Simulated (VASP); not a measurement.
# Te (Fd-3m) in VASP: notebook

The runs below take Te through relaxation of cell and atoms, single point, with r2SCAN.

Everything below comes from runs of VASP 6.6.1. Logs are shortened: lines on timing, memory, paths and dates and some standing lists are left out, and cuts for length are marked.

### Step 1. The cell of the first run

The structure is cubic, space group Fd-3m (No. 227). The conventional cell has a = 6.730 Å, b = 6.730 Å, c = 6.730 Å, α = 90.00°, β = 90.00°, γ = 90.00°. Within 3.8 Å of Te (site symmetry -43m) lie 4 Te at 2.91 Å.

This isn't the form of Te at room conditions, which is trigonal, of chains.

### Step 2. Relaxation of cell and atoms, r2SCAN

File POSCAR:

```
Te
1.0
    0.0000000000      3.3651726021      3.3651726021
    3.3651726021      0.0000000000      3.3651726021
    3.3651726021      3.3651726021      0.0000000000
Te
2
Direct
    0.5000000000      0.5000000000      0.5000000000
    0.7500000000      0.7500000000      0.7500000000
```

File INCAR.step1:

```
ALGO = Normal
EDIFF = 1E-4
ENCUT = 600
GGA = PE
ISMEAR = 0
LASPH = True
LCHARG = False
LREAL = False
LWAVE = True
NELM = 60
PREC = Accurate
SIGMA = 0.1
```

File INCAR.step2:

```
ALGO = Normal
EDIFF = 1E-6
EDIFFG = -0.04
ENCUT = 600
IBRION = 2
ISIF = 3
ISMEAR = 0
ISTART = 1
LASPH = True
LCHARG = False
LMIXTAU = True
LREAL = False
LWAVE = False
METAGGA = R2SCAN
NELM = 60
NSW = 90
PREC = Accurate
SIGMA = 0.1
```

File KPOINTS:

```
k-points
0
Gamma
  4 4 4
```

Potentials or basis: VASP PAW PBE potentials, release 64 (Te).

On the command line:

```
cat potpaw_PBE.64/Te/POTCAR > POTCAR
cp INCAR.step1 INCAR
mpirun -np 1 vasp_std > vasp.out
cp INCAR.step2 INCAR
mpirun -np 1 vasp_std > vasp.out
```

OUTCAR:

```text
EDIFF = 1E-6
   EDIFFG = -0.04
   ENCUT = 600
   IBRION = 2
   ISIF = 3
   ISMEAR = 0
   ISTART = 1
   LASPH = True
   LREAL = False
   METAGGA = R2SCAN
   NELM = 60
   NSW = 90
   PREC = Accurate

 ion  position               nearest neighbor table
   1  0.500  0.500  0.500-   2 2.91   2 2.91   2 2.91   2 2.91
   2  0.750  0.750  0.750-   1 2.91   1 2.91   1 2.91   1 2.91

  LATTYP: Found a face centered cubic cell.
 ALAT       =     6.7303452042

  Lattice vectors:

 A1 = (   0.0000000000,   3.3651726021,   3.3651726021)
 A2 = (   3.3651726021,   0.0000000000,   3.3651726021)
 A3 = (   3.3651726021,   3.3651726021,   0.0000000000)

Analysis of symmetry for initial positions (statically):
=====================================================================
 Subroutine PRICEL returns:
 Original cell was already a primitive cell.

 Routine SETGRP: Setting up the symmetry group for a
 face centered cubic supercell.

 Subroutine GETGRP returns: Found 48 space group operations
 (whereof 24 operations were pure point group operations)
 out of a pool of 48 trial point group operations.

The static configuration has the point symmetry T_d .
 The point group associated with its full space group is O_h .

Analysis of symmetry for dynamics (positions and initial velocities):
=====================================================================
 Subroutine PRICEL returns:
 Original cell was already a primitive cell.

 Routine SETGRP: Setting up the symmetry group for a
 face centered cubic supercell.

 Subroutine GETGRP returns: Found 48 space group operations
 (whereof 24 operations were pure point group operations)
 out of a pool of 48 trial point group operations.

The dynamic configuration has the point symmetry T_d .
 The point group associated with its full space group is O_h .

 Subroutine INISYM returns: Found 48 space group operations
 (whereof 24 operations are pure point group operations),
 and found     1 'primitive' translations

----------------------------------------------------------------------------------------

                                     Primitive cell

  volume of cell :      76.2170

  direct lattice vectors                    reciprocal lattice vectors
     0.000000000  3.365172602  3.365172602    -0.148580789  0.148580789  0.148580789
     3.365172602  0.000000000  3.365172602     0.148580789 -0.148580789  0.148580789
     3.365172602  3.365172602  0.000000000     0.148580789  0.148580789 -0.148580789

  length of vectors
     4.759072734  4.759072734  4.759072734     0.257349475  0.257349475  0.257349475

  position of ions in fractional coordinates (direct lattice)
     0.500000000  0.500000000  0.500000000
     0.750000000  0.750000000  0.750000000

  ion indices of the primitive-cell ions
   primitive index   ion index
                 1           1
                 2           2

----------------------------------------------------------------------------------------

 KPOINTS: k-points

Automatic generation of k-mesh.
 Grid dimensions read from file:
 generate k-points for:    4    4    4

 Generating k-lattice:

  Cartesian coordinates                     Fractional coordinates (reciprocal lattice)
    -0.037145197  0.037145197  0.037145197     0.250000000  0.000000000  0.000000000
     0.037145197 -0.037145197  0.037145197     0.000000000  0.250000000  0.000000000
     0.037145197  0.037145197 -0.037145197     0.000000000  0.000000000  0.250000000

  Length of vectors
     0.064337369  0.064337369  0.064337369

  Shift w.r.t. Gamma in fractional coordinates (k-lattice)
     0.000000000  0.000000000  0.000000000

 Subroutine IBZKPT returns following result:
 ===========================================

 Found      8 irreducible k-points:

 Following reciprocal coordinates:
            Coordinates               Weight
  0.000000  0.000000  0.000000      1.000000
  0.250000  0.000000  0.000000      8.000000
  0.500000  0.000000  0.000000      4.000000
  0.250000  0.250000  0.000000      6.000000
  0.500000  0.250000  0.000000     24.000000
 -0.250000  0.250000  0.000000     12.000000
  0.500000  0.500000  0.000000      3.000000
 -0.250000  0.500000  0.250000      6.000000
   k-points           NKPTS =      8   k-points in BZ     NKDIM =      8   number of bands    NBANDS=     10
   number of dos      NEDOS =    301   number of ions     NIONS =      2
   total plane-waves  NPLWV =  64000
   dimension x,y,z NGX =    40 NGY =   40 NGZ =   40
   dimension x,y,z NGXF=    80 NGYF=   80 NGZF=   80
   ions per type =               2
   NGX,Y,Z   is equivalent  to a cutoff of  13.97, 13.97, 13.97 a.u.
   NGXF,Y,Z  is equivalent  to a cutoff of  27.95, 27.95, 27.95 a.u.
 SYSTEM =  unknown system
   PREC   = accura    normal or accurate (medium, high low for compatibility)
   ISTART =      1    job   : 0-new  1-cont  2-samecut
   ICHARG =      0    charge: 1-file 2-atom 10-const
   ISPIN  =      1    spin polarized calculation?
   LNONCOLLINEAR =      F non collinear calculations
   LSORBIT =      F    spin-orbit coupling
   LASPH  =      T    aspherical Exc in radial PAW
   ENCUT  =  600.0 eV  44.10 Ry    6.64 a.u.   9.51  9.51  9.51*2*pi/ulx,y,z
   NELM   =     60;   NELMIN=  2; NELMDL=  0     # of ELM steps
   EDIFF  = 0.1E-05   stopping-criterion for ELM
   LREAL  =      F    real-space projection
   EDIFFG = -.4E-01   stopping-criterion for IOM
   NSW    =     90    number of steps for IOM
   IBRION =      2    ionic relax: 0-MD 1-quasi-New 2-CG
   NFREE  =      1    steps in history (QN), initial steepest desc. (CG)
   ISIF   =      3    stress and relaxation
   ISYM   =      2    0-nonsym 1-usesym 2-fastsym
   POTIM  = 0.5000    time-step for ionic-motion
   TEBEG  =    0.0;   TEEND  =   0.0 temperature during run
   PSTRESS=    0.0 pullay stress
   NELECT =      12.0000    total number of electrons
   NUPDOWN=      -1.0000    fix difference up-down
   EMIN   =  10.00;   EMAX   =-10.00  energy-range for DOS
   EFERMI =   0.00;   METHOD = LEGACY
   ISMEAR =     0;   SIGMA  =   0.10  broadening in eV -4-tet -1-fermi 0-gaus
   EFERMI_NEDOS =   21; number of points for ismear=-14 and -15
   IALGO  =     38    algorithm
   IMIX   =      4    mixing-type and parameters
     AMIX     =   0.40;   BMIX     =  1.00
     AMIX_MAG =   1.60;   BMIX_MAG =  1.00
  volume/ion in A,a.u.               =      38.11       257.17
  Fermi-wavevector in a.u.,A,eV,Ry     =   0.883998  1.670514 10.632304  0.781452
  Thomas-Fermi vector in A             =   2.004839
   LORBIT       =      0    0 simple, 1 ext, 2 COOP (PROOUT), +10 PAW based schemes
   METAGGA = R2SCAN    functional components
   LHFCALC =     F    Hartree Fock is set to
   AEXX    =    0.0000 exact exchange contribution
   IVDW    =     0    specifies the selected vdW correction
   LEPSILON=     F    determine dielectric tensor
   LRPA    =     F    only Hartree local field effects (RPA)
 conjugate gradient relaxation of ions
 non-spin polarized calculation
 Gauss-broadening in eV      SIGMA  =   0.10
  energy-cutoff  :      600.00
  volume of cell :       76.22
 maximum number of plane-waves:      2637
 NGX is ok and might be reduce to    40
   NGX = 19   NGY = 19   NGZ = 19

--------------------------------------- Ionic step        1  -------------------------------------------

 number of electron      12.0000000 magnetization

 Free energy of the ion-electron system (eV)
  ---------------------------------------------------
  ext. energy  EPLUGINS =         0.00000000
  ---------------------------------------------------
  free energy    TOTEN  =       -49.38488881 eV

  energy without entropy =      -49.37101768  energy(sigma->0) =      -49.37795325

------------------------ aborting loop because EDIFF is reached ----------------------------------------

  FORCE on cell =-STRESS in cart. coord.  units (eV):
  Direction    XX          YY          ZZ          XY          YZ          ZX
  --------------------------------------------------------------------------------------
  -------------------------------------------------------------------------------------
  Total        3.7361500      3.7361500      3.7361500      0.0000000     -0.0000000      0.0000000
  in kB       78.5385469     78.5385469     78.5385469      0.0000000     -0.0000000      0.0000000
  external PRESSURE =      78.5385469 kB  Pullay stress =       0.0000000 kB

 VOLUME and BASIS-vectors are now :
 -----------------------------------------------------------------------------
  energy-cutoff  :      600.00
  volume of cell :       76.22
      direct lattice vectors                 reciprocal lattice vectors
     0.000000000  3.365172602  3.365172602    -0.148580789  0.148580789  0.148580789
     3.365172602  0.000000000  3.365172602     0.148580789 -0.148580789  0.148580789
     3.365172602  3.365172602  0.000000000     0.148580789  0.148580789 -0.148580789
[... 37 lines left out ...]
 POSITION                                       TOTAL-FORCE (eV/Angst)
 -----------------------------------------------------------------------------------
      3.66844      3.66844      3.66844         0.000000      0.000000      0.000000
      5.50267      5.50267      5.50267        -0.000000     -0.000000     -0.000000
 -----------------------------------------------------------------------------------
    total drift:                               -0.000000      0.000000      0.000000

  FREE ENERGIE OF THE ION-ELECTRON SYSTEM (eV)
  ---------------------------------------------------
  free  energy   TOTEN  =       -49.6704362017 eV

  energy  without entropy=      -49.6556683585  energy(sigma->0) =      -49.66305228

--------------------------------------- Ionic step        3  -------------------------------------------

 number of electron      12.0000000 magnetization

 Free energy of the ion-electron system (eV)
  ---------------------------------------------------
  ext. energy  EPLUGINS =         0.00000000
  ---------------------------------------------------
  free energy    TOTEN  =       -49.71372564 eV

  energy without entropy =      -49.70113832  energy(sigma->0) =      -49.70743198

 E-fermi :   3.2762     XC(G=0):  -8.0235

 val. band max:        3.0548303518   @ k =   0.2500   0.0000   0.0000
 cond. band min:       3.2821784797   @ k =  -0.2500   0.2500   0.0000
 fundamental gap:      0.2273481279
 Fermi energy:         3.2762383523

 k-point     1 :       0.0000    0.0000    0.0000
  band No.  band energies     occupation
      1     -10.3300      2.00000
      2      -5.6455      2.00000
      3       0.0209      2.00000
      4       0.0209      2.00000
      5       0.0209      2.00000
      6       2.4886      2.00000
      7       2.4886      2.00000
      8       2.4886      2.00000
      9       7.1754      0.00000
     10       9.5567      0.00000

 k-point     2 :       0.2500    0.0000    0.0000
  band No.  band energies     occupation
      1      -9.9888      2.00000
      2      -6.4813      2.00000
      3      -0.3368      2.00000
      4      -0.3368      2.00000
      5      -0.1334      2.00000
      6       3.0548      1.99826
      7       3.0548      1.99826
      8       3.3928      0.09922
      9       8.3195      0.00000
     10       9.0538      0.00000
[... 98 lines left out ...]
 POSITION                                       TOTAL-FORCE (eV/Angst)
 -----------------------------------------------------------------------------------
      3.57881      3.57881      3.57881         0.000000      0.000000      0.000000
      5.36822      5.36822      5.36822        -0.000000     -0.000000     -0.000000
 -----------------------------------------------------------------------------------
    total drift:                               -0.000000     -0.000000      0.000000

  FREE ENERGIE OF THE ION-ELECTRON SYSTEM (eV)
  ---------------------------------------------------
  free  energy   TOTEN  =       -49.7137256355 eV

  energy  without entropy=      -49.7011383186  energy(sigma->0) =      -49.70743198

 reached required accuracy - stopping structural energy minimisation
```

Run time: 68 s. Hardware: 1 thread of Intel Xeon 6975P-C (Granite Rapids), shared host; peak memory 0.25 GiB.

Results:

| Item | Value |
| --- | --- |
| Free energy | -49.7137 eV |
| Relaxed volume | 45.84 Å³/atom |
| Relaxed cell | a = 5.061 Å, b = 5.061 Å, c = 5.061 Å, α = 60.00°, β = 60.00°, γ = 60.00° |
| Space group after relaxing (to 0.1 Å) | Fd-3m (No. 227) |
| Energy gained by relaxing | 164.4 meV/atom |
| Ionic steps | 3 |
| Pressure after relaxing | 0.0 GPa |
| Band gap on the k mesh | zero (bands 6 and 7 overlap by 0.99 eV) |

The path:
```tsv
step	energy change (eV)	largest force (eV/Å)	pressure (GPa)	volume (Å³)
1	0.0000	0.0000	7.85	76.22
2	-0.2855	0.0000	-1.83	98.74
3	-0.3288	0.0000	0.02	91.67
```

Final structure:
```
Te
1.0
     0.00000    3.57881    3.57881
     3.57881    0.00000    3.57881
     3.57881    3.57881    0.00000
Te
2
Cartesian
  3.5788 3.5788 3.5788
  5.3682 5.3682 5.3682
```

Caveat: the k points lie up to 0.38 Å⁻¹ apart in the final cell, too coarse for converged energies and pressures of a metal; the volume moved by over 15 % at a fixed basis, so the end points are rough; the PAW data sets were made with another functional, which shifts forces and pressure a little; spin-orbit coupling is left out, which moves the levels of the heavy elements.

### Step 3. Single point, r2SCAN

This run uses another cell than the first one, of 45.65 Å³/atom.

File POSCAR:

```
Te
1.0
    0.0000000000      3.5740067567      3.5740067567
    3.5740067567      0.0000000000      3.5740067567
    3.5740067567      3.5740067567      0.0000000000
Te
2
Direct
    0.0000000000      0.0000000000      0.0000000000
    0.2500000000      0.2500000000      0.2500000000
```

File INCAR.step1:

```
  PREC = Accurate
  ENCUT = 520
  ISMEAR = 0
  SIGMA = 0.1
  LREAL = F
  LASPH = T
  NELM = 100
  NBANDS = 13
  GGA = PE
  ALGO = Normal
  EDIFF = 1E-4
  LWAVE = T
  LCHARG = F
```

File INCAR.step2:

```
  PREC = Accurate
  ENCUT = 520
  EDIFF = 1E-7
  ISMEAR = 0
  SIGMA = 0.1
  LREAL = F
  LASPH = T
  NELM = 100
  ALGO = Normal
  ISIF = 2
  LWAVE = F
  LCHARG = F
  METAGGA = R2SCAN
  LMIXTAU = T
  NBANDS = 13
  ISTART = 1
```

File KPOINTS:

```
regular mesh
0
Gamma
  14 14 14
```

Potentials or basis: VASP PAW PBE potentials, release 64 (Te).

On the command line:

```
cat potpaw_PBE.64/Te/POTCAR > POTCAR
cp INCAR.step1 INCAR
mpirun -np 1 vasp_std > vasp.out
cp INCAR.step2 INCAR
mpirun -np 1 vasp_std > vasp.out
```

It took 3.7 min on 1 thread of Intel Xeon 6975P-C (Granite Rapids), shared host; peak memory 0.31 GiB.

It converged, with:

```yaml
Free_energy: -49.7673 eV
Pressure: 0.0 GPa
Band_gap_on_the_k_mesh: zero (bands 6 and 7 overlap by 0.99 eV)
```

Levels at points of the mesh, in eV from the Fermi level:
```tsv
k point	band 2	band 3	band 4	band 5	band 6	band 7	band 8	band 9	band 10	band 11
(0.00, 0.00, 0.00)	-8.85	-3.21	-3.21	-3.21	-0.73	-0.73	-0.73	3.95	6.34	6.34
(0.50, 0.00, 0.00)	-10.64	-3.83	-3.83	-3.60	0.26	0.26	1.67	5.80	5.86	6.72
(0.50, 0.50, 0.00)	-11.76	-4.49	-4.49	-1.66	-1.66	2.04	2.04	5.40	5.40	8.03
```

Caveat: the PAW data sets were made with another functional, which shifts forces and pressure a little; spin-orbit coupling is left out, which moves the levels of the heavy elements.

The gap in the log of VASP goes by the Fermi energy; the results here count the filled bands.